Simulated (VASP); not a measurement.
## SnSe: single point with PBE+D3(BJ)

Crystal: SnSe.

```
CELL_PARAMETERS angstrom
4.17936 0.00000 0.00000
0.00000 4.17936 0.00000
0.00000 0.00000 5.91078
ATOMIC_POSITIONS crystal
Sn 0.50000 0.00000 0.25009
Sn 0.00000 0.50000 0.74991
Se 0.50000 0.00000 0.74994
Se 0.00000 0.50000 0.25006
```

| Property | Result |
| --- | --- |
| Program | VASP 6.6.1 |
| Task | single point |
| Functional | PBE |
| Dispersion | D3(BJ) |
| Potentials or basis | VASP PAW PBE potentials, release 64 (Sn_d, Se) |
| Cutoff | 520 eV |
| k mesh | 6 × 6 × 6 |
| Occupations | gaussian, width 0.02 eV |
| Spin | no spin polarisation |

* Pressure: 1.7 GPa
* Band gap on the k mesh: 0.35 eV
* Dispersion energy per atom: -0.374 eV

Levels at points of the mesh, in eV from the valence-band top:
| k point | band 16 | band 17 | band 18 | band 19 | band 20 | band 21 | band 22 | band 23 | band 24 | band 25 |
| --- | --- | --- | --- | --- | --- | --- | --- | --- | --- | --- |
| (0.00, 0.00, 0.00) | -3.93 | -3.93 | -2.38 | -2.38 | -2.38 | 2.81 | 4.50 | 4.50 | 4.50 | 5.63 |
| (0.50, 0.00, 0.00) | -4.30 | -2.27 | -2.27 | -0.61 | -0.61 | 1.28 | 1.28 | 1.73 | 1.73 | 4.33 |
| (0.50, 0.50, 0.00) | -5.89 | -3.93 | -3.93 | -3.93 | -3.93 | 2.81 | 2.81 | 5.63 | 5.63 | 5.63 |
| (0.00, 0.00, 0.50) | -3.24 | -3.24 | -3.24 | -1.78 | -1.77 | 2.23 | 2.23 | 3.75 | 3.75 | 4.63 |
| (0.50, 0.00, 0.50) | -2.12 | -2.12 | -2.12 | -0.07 | -0.07 | 0.76 | 0.76 | 1.19 | 1.19 | 1.19 |
| (0.50, 0.50, 0.50) | -5.08 | -5.08 | -5.08 | -0.82 | -0.82 | 1.51 | 1.51 | 4.83 | 4.83 | 4.84 |

Run time: 50 s on 1 thread of AMD EPYC 9R45 96-Core Processor (Zen 5), with other jobs on the host, peak memory 0.24 GiB.

Caveat: semilocal functionals underestimate gaps, and a narrow one can read as zero; spin-orbit coupling is left out, which moves the levels of the heavy elements. A k mesh can miss the band edges.
